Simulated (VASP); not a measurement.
# SnO2 (Cassiterite) (P4_2/mnm) in VASP: notebook

The runs below take SnO2 (Cassiterite) through single point, relaxation of shape and atoms at fixed volume, with PBE.

Program: VASP 6.6.1. These are calculated values, not measurements. Logs are shortened: lines on timing, memory, paths and dates and some standing lists are left out, and cuts for length are marked.

## Step 1: The cell of the first run

Symmetry: P4_2/mnm, No. 136, tetragonal system. Conventional cell: a = 4.723 Å, b = 4.723 Å, c = 3.207 Å, α = 90.00°, β = 90.00°, γ = 90.00°. Within 2.7 Å of Sn (site symmetry mmm) lie 6 O at 2.04 to 2.06 Å. Within 2.7 Å of O (site symmetry m2m) lie 3 Sn at 2.04 to 2.06 Å and 1 O at 2.60 Å.

## Step 2: Single point, PBE

File INCAR:

```
  ALGO = Normal
  EDIFF = 1E-6
  ENCUT = 520
  GGA = PE
  ISIF = 2
  ISMEAR = 0
  LASPH = T
  LCHARG = T
  LELF = T
  LREAL = F
  LVHAR = T
  LWAVE = F
  NBANDS = 35
  NELM = 100
  PREC = Accurate
  SIGMA = 0.05
```

File KPOINTS:

```
k-points
0
Gamma
  6 6 10
```

File POSCAR:

```
SnO2
1.0
    4.7231910147      0.0000000000      0.0000000000
    0.0000000000      4.7231910147      0.0000000000
    0.0000000000      0.0000000000      3.2065130839
Sn O
2 4
Direct
    0.0000000000      0.0000000000      0.0000000000
    0.5000000000      0.5000000000      0.5000000000
    0.3056138637      0.3056138637      0.0000000000
    0.1943861363      0.8056138637      0.5000000000
    0.6943861363      0.6943861363      0.0000000000
    0.8056138637      0.1943861363      0.5000000000
```

Potentials or basis: VASP PAW PBE potentials, release 64 (Sn_d, O).

The run is started by

```
$ cat potpaw_PBE.64/Sn_d/POTCAR potpaw_PBE.64/O/POTCAR > POTCAR
$ mpirun -np 1 vasp_std > vasp.out
```

OUTCAR:

```text
EDIFF = 1E-6
   ENCUT = 520
   GGA = PE
   ISIF = 2
   ISMEAR = 0
   LASPH = T
   LREAL = F
   NELM = 100
   PREC = Accurate

 ion  position               nearest neighbor table
   1  0.000  0.000  0.000-   3 2.04   5 2.04   4 2.06   6 2.06   4 2.06   6 2.06   2 3.70   2 3.70
                             2 3.70   2 3.70   2 3.70   2 3.70   2 3.70   2 3.70
   2  0.500  0.500  0.500-   4 2.04   6 2.04   5 2.06   3 2.06   3 2.06   5 2.06   1 3.70   1 3.70
                             1 3.70   1 3.70   1 3.70   1 3.70   1 3.70   1 3.70
   3  0.306  0.306  0.000-   1 2.04   2 2.06   2 2.06
   4  0.194  0.806  0.500-   2 2.04   1 2.06   1 2.06
   5  0.694  0.694  0.000-   1 2.04   2 2.06   2 2.06
   6  0.806  0.194  0.500-   2 2.04   1 2.06   1 2.06

  LATTYP: Found a simple tetragonal cell.
 ALAT       =     4.7231910147
 C/A-ratio  =     0.6788870223

  Lattice vectors:

 A1 = (   4.7231910147,   0.0000000000,   0.0000000000)
 A2 = (   0.0000000000,   4.7231910147,   0.0000000000)
 A3 = (   0.0000000000,   0.0000000000,   3.2065130839)

Analysis of symmetry for initial positions (statically):
=====================================================================
 Subroutine PRICEL returns:
 Original cell was already a primitive cell.

 Routine SETGRP: Setting up the symmetry group for a
 simple tetragonal supercell.

 Subroutine GETGRP returns: Found 16 space group operations
 (whereof  8 operations were pure point group operations)
 out of a pool of 16 trial point group operations.

The static configuration has the point symmetry D_2h.
 The point group associated with its full space group is D_4h.

Analysis of symmetry for dynamics (positions and initial velocities):
=====================================================================
 Subroutine PRICEL returns:
 Original cell was already a primitive cell.

 Routine SETGRP: Setting up the symmetry group for a
 simple tetragonal supercell.

 Subroutine GETGRP returns: Found 16 space group operations
 (whereof  8 operations were pure point group operations)
 out of a pool of 16 trial point group operations.

The dynamic configuration has the point symmetry D_2h.
 The point group associated with its full space group is D_4h.

 Subroutine INISYM returns: Found 16 space group operations
 (whereof  8 operations are pure point group operations),
 and found     1 'primitive' translations

[... 96 lines left out ...]
   ISPIN  =      1    spin polarized calculation?
   LNONCOLLINEAR =      F non collinear calculations
   LSORBIT =      F    spin-orbit coupling
   LASPH  =      T    aspherical Exc in radial PAW
   ENCUT  =  520.0 eV  38.22 Ry    6.18 a.u.   8.78  8.78  5.96*2*pi/ulx,y,z
   NELM   =    100;   NELMIN=  2; NELMDL= -5     # of ELM steps
   EDIFF  = 0.1E-05   stopping-criterion for ELM
   LREAL  =      F    real-space projection
   EDIFFG = 0.1E-04   stopping-criterion for IOM
   NSW    =      0    number of steps for IOM
   IBRION =     -1    ionic relax: 0-MD 1-quasi-New 2-CG
   NFREE  =      0    steps in history (QN), initial steepest desc. (CG)
   ISIF   =      2    stress and relaxation
   ISYM   =      2    0-nonsym 1-usesym 2-fastsym
   POTIM  = 0.5000    time-step for ionic-motion
   TEBEG  =    0.0;   TEEND  =   0.0 temperature during run
   PSTRESS=    0.0 pullay stress
   NELECT =      52.0000    total number of electrons
   NUPDOWN=      -1.0000    fix difference up-down
   EMIN   =  10.00;   EMAX   =-10.00  energy-range for DOS
   EFERMI =   0.00;   METHOD = LEGACY
   ISMEAR =     0;   SIGMA  =   0.05  broadening in eV -4-tet -1-fermi 0-gaus
   EFERMI_NEDOS =   21; number of points for ismear=-14 and -15
   IALGO  =     38    algorithm
   IMIX   =      4    mixing-type and parameters
     AMIX     =   0.40;   BMIX     =  1.00
     AMIX_MAG =   1.60;   BMIX_MAG =  1.00
  volume/ion in A,a.u.               =      11.92        80.45
  Fermi-wavevector in a.u.,A,eV,Ry     =   1.472000  2.781677 29.480903  2.166785
  Thomas-Fermi vector in A             =   2.587068
   LORBIT       =      0    0 simple, 1 ext, 2 COOP (PROOUT), +10 PAW based schemes
   GGA     = PE    functional components
   LHFCALC =     F    Hartree Fock is set to
   AEXX    =    0.0000 exact exchange contribution
   IVDW    =     0    specifies the selected vdW correction
   LEPSILON=     F    determine dielectric tensor
   LRPA    =     F    only Hartree local field effects (RPA)
 non-spin polarized calculation
 Gauss-broadening in eV      SIGMA  =   0.05
  energy-cutoff  :      520.00
  volume of cell :       71.53
 maximum number of plane-waves:      1960
 NGX is ok and might be reduce to    36
   NGX = 17   NGY = 17   NGZ = 11

 number of electron      51.9999993 magnetization

 Free energy of the ion-electron system (eV)
  ---------------------------------------------------
  ext. energy  EPLUGINS =         0.00000000
  ---------------------------------------------------
  free energy    TOTEN  =       -37.17058160 eV

  energy without entropy =      -37.17058160  energy(sigma->0) =      -37.17058160

 E-fermi :   6.3600     XC(G=0): -11.2645

 val. band max:        6.1510140490   @ k =   0.0000   0.0000   0.0000
 cond. band min:       7.3617016537   @ k =   0.0000   0.0000   0.0000
 fundamental gap:      1.2106876046
 Fermi energy:         6.3600274998

 k-point     1 :       0.0000    0.0000    0.0000
  band No.  band energies     occupation
      1     -14.9586      2.00000
      2     -14.1417      2.00000
      3     -13.9090      2.00000
      4     -13.8819      2.00000
      5     -13.8819      2.00000
      6     -13.8349      2.00000
[... 901 lines left out ...]
     34      18.6542      0.00000
     35      18.8698      0.00000

 [... further k-points ...]
[... 5 lines left out ...]
  --------------------------------------------------------------------------------------
  -------------------------------------------------------------------------------------
  Total        4.8910992      4.8910992      5.0824136     -0.0000000      0.0000000      0.0000000
  in kB      109.5501611    109.5501611    113.8351944     -0.0000000      0.0000000      0.0000000
  external PRESSURE =     110.9785055 kB  Pullay stress =       0.0000000 kB

 VOLUME and BASIS-vectors are now :
 -----------------------------------------------------------------------------
  energy-cutoff  :      520.00
  volume of cell :       71.53
      direct lattice vectors                 reciprocal lattice vectors
     4.723191015  0.000000000  0.000000000     0.211721270  0.000000000  0.000000000
     0.000000000  4.723191015  0.000000000     0.000000000  0.211721270  0.000000000
     0.000000000  0.000000000  3.206513084     0.000000000  0.000000000  0.311865249

 POSITION                                       TOTAL-FORCE (eV/Angst)
 -----------------------------------------------------------------------------------
      0.00000      0.00000      0.00000        -0.000000     -0.000000     -0.000000
      2.36160      2.36160      1.60326        -0.000000     -0.000000     -0.000000
      1.44347      1.44347      0.00000        -0.002488     -0.002488      0.000000
      0.91812      3.80507      1.60326         0.002488     -0.002488     -0.000000
      3.27972      3.27972      0.00000         0.002488      0.002488     -0.000000
      3.80507      0.91812      1.60326        -0.002488      0.002488     -0.000000
 -----------------------------------------------------------------------------------
    total drift:                                0.000000      0.000000      0.000000

  FREE ENERGIE OF THE ION-ELECTRON SYSTEM (eV)
  ---------------------------------------------------
  free  energy   TOTEN  =       -37.1705815958 eV

  energy  without entropy=      -37.1705815958  energy(sigma->0) =      -37.17058160
```

OSZICAR:

```text
N       E                     dE             d eps       ncg     rms          rms(c)
DAV:   1     0.635064792655E+03    0.63506E+03   -0.25739E+04  4691   0.234E+03
DAV:   2     0.567315300120E+02   -0.57833E+03   -0.54545E+03  4560   0.615E+02
DAV:   3    -0.385309350753E+02   -0.95262E+02   -0.93726E+02  4601   0.208E+02
DAV:   4    -0.433033157262E+02   -0.47724E+01   -0.47420E+01  5281   0.506E+01
DAV:   5    -0.434263865004E+02   -0.12307E+00   -0.12290E+00  5344   0.847E+00    0.161E+01
DAV:   6    -0.370811084172E+02    0.63453E+01   -0.17568E+01  6665   0.640E+01    0.626E+00
DAV:   7    -0.371988653226E+02   -0.11776E+00   -0.20551E+00  4880   0.798E+00    0.323E+00
DAV:   8    -0.371768119531E+02    0.22053E-01   -0.16460E-01  6048   0.425E+00    0.754E-01
DAV:   9    -0.371698127308E+02    0.69992E-02   -0.34980E-02  6918   0.304E+00    0.132E-01
DAV:  10    -0.371704600591E+02   -0.64733E-03   -0.38214E-03  5154   0.470E-01    0.573E-02
DAV:  11    -0.371705836298E+02   -0.12357E-03   -0.20308E-04  5557   0.104E-01    0.136E-02
DAV:  12    -0.371705829527E+02    0.67707E-06   -0.11644E-05  5495   0.264E-02    0.787E-03
DAV:  13    -0.371705816591E+02    0.12936E-05   -0.37335E-06  4725   0.368E-02    0.174E-03
DAV:  14    -0.371705815958E+02    0.63282E-07   -0.66732E-07  2723   0.644E-03
   1 F= -.37170582E+02 E0= -.37170582E+02  d E =-.201813E-11
```

It took 97 s on 1 thread of AMD EPYC 7R13 (Zen 3), shared host; peak memory 0.22 GiB.

Results:

```yaml
Free_energy: -37.1706 eV
Pressure: 11.1 GPa
Largest_force: 0.004 eV/Å
Band_gap_on_the_k_mesh: 1.21 eV, direct
```

Forces in eV/Å, atoms in the order of the input:
```
Sn   0.000  0.000  0.000
Sn   0.000  0.000  0.000
O   -0.002 -0.002  0.000
O    0.002 -0.002  0.000
O    0.002  0.002  0.000
O   -0.002  0.002  0.000
```

Stress tensor (GPa, compression positive):
```
10.96  0.00  0.00
 0.00 10.96  0.00
 0.00  0.00 11.38
```

Caveat: spin-orbit coupling is left out, which moves the levels of the heavy elements.

## Step 3: Relaxation of shape and atoms at fixed volume, PBE

File INCAR:

```
PREC = Accurate ; ENCUT = 600
EDIFF = 1E-6 ; ISMEAR = 0
SIGMA = 0.05 ; LREAL = F
LASPH = T ; NELM = 100
ALGO = Normal ; ISIF = 4
LWAVE = F ; LCHARG = F
GGA = PE ; IBRION = 2
NSW = 60 ; EDIFFG = -0.01
```

File KPOINTS:

```
Automatic mesh
0
Gamma
  6 6 10
```

File POSCAR:

```
SnO2
1.0
    4.7380000000      0.0000000000      0.0000000000
    0.0000000000      4.7380000000      0.0000000000
    0.0000000000      0.0000000000      3.1865000000
Sn O
2 4
Direct
    0.0000000000      0.0000000000      0.0000000000
    0.5000000000      0.5000000000      0.5000000000
    0.3071000000      0.3071000000      0.0000000000
    0.1929000000      0.8071000000      0.5000000000
    0.6929000000      0.6929000000      0.0000000000
    0.8071000000      0.1929000000      0.5000000000
```

Potentials or basis: VASP PAW PBE potentials, release 64 (Sn_d, O).

The run is started by

```
$ cat potpaw_PBE.64/Sn_d/POTCAR potpaw_PBE.64/O/POTCAR > POTCAR
$ mpirun -np 1 vasp_std > vasp.out
```

Run time: 4.5 min. Hardware: 1 thread of AMD EPYC 7R13 (Zen 3), shared host; peak memory 0.26 GiB.

The run converged. Its results:

```yaml
Free_energy: -37.1808 eV
Energy_gained_by_relaxing: 1.8 meV/atom
Ionic_steps: 4
Pressure_after_relaxing: 10.8 GPa
Largest_force_after_relaxing: 0.007 eV/Å
Band_gap_on_the_k_mesh: 1.21 eV, direct
```

Forces in eV/Å, atoms in the order of the input:
```
Sn   0.000  0.000  0.000
Sn   0.000  0.000  0.000
O    0.005  0.005  0.000
O   -0.005  0.005  0.000
O   -0.005 -0.005  0.000
O    0.005 -0.005  0.000
```

Stress tensor (GPa, compression positive):
```
10.80  0.00  0.00
 0.00 10.80  0.00
 0.00  0.00 10.93
```

The path:
| step | energy change (eV) | largest force (eV/Å) | pressure (GPa) | volume (Å³) |
| --- | --- | --- | --- | --- |
| 1 | 0.0000 | 0.2935 | 11.61 | 71.53 |
| 2 | -0.0101 | 0.1103 | 10.70 | 71.53 |
| 3 | -0.0109 | 0.0232 | 10.87 | 71.53 |
| 4 | -0.0111 | 0.0074 | 10.84 | 71.53 |

Final structure:
```
Sn O
1.0
     4.72135    0.00000    0.00000
     0.00000    4.72135    0.00000
     0.00000    0.00000    3.20902
Sn O
2 4
Cartesian
  0.0000 0.0000 0.0000
  2.3607 2.3607 1.6045
  1.4428 1.4428 0.0000
  0.9179 3.8035 1.6045
  3.2786 3.2786 3.2090
  3.8035 0.9179 1.6045
```

Levels at points of the mesh, in eV from the valence-band top:
```
           k point  band 22  band 23  band 24  band 25  band 26  band 27  band 28  band 29  band 30  band 31
(0.00, 0.00, 0.00)    -1.26    -1.26    -0.77    -0.77     0.00     1.21     6.11     6.26     6.26    10.47
(0.50, 0.00, 0.00)    -1.98    -1.21    -1.21    -0.62    -0.62     4.43     4.43     7.04     7.04    11.08
(0.50, 0.50, 0.00)    -2.01    -1.35    -1.35    -0.88    -0.88     4.83     4.83     7.49     7.49    11.11
(0.00, 0.00, 0.50)    -2.64    -1.67    -1.67    -1.25    -1.25     6.17     6.17     9.78     9.78    10.58
(0.50, 0.00, 0.50)    -1.74    -1.09    -1.09    -0.68    -0.68     6.46     6.46     8.12     8.12    10.95
(0.50, 0.50, 0.50)    -2.34    -0.94    -0.94    -0.82    -0.82     4.84     4.84     8.94     8.94    10.95
```

Caveat: spin-orbit coupling is left out, which moves the levels of the heavy elements.
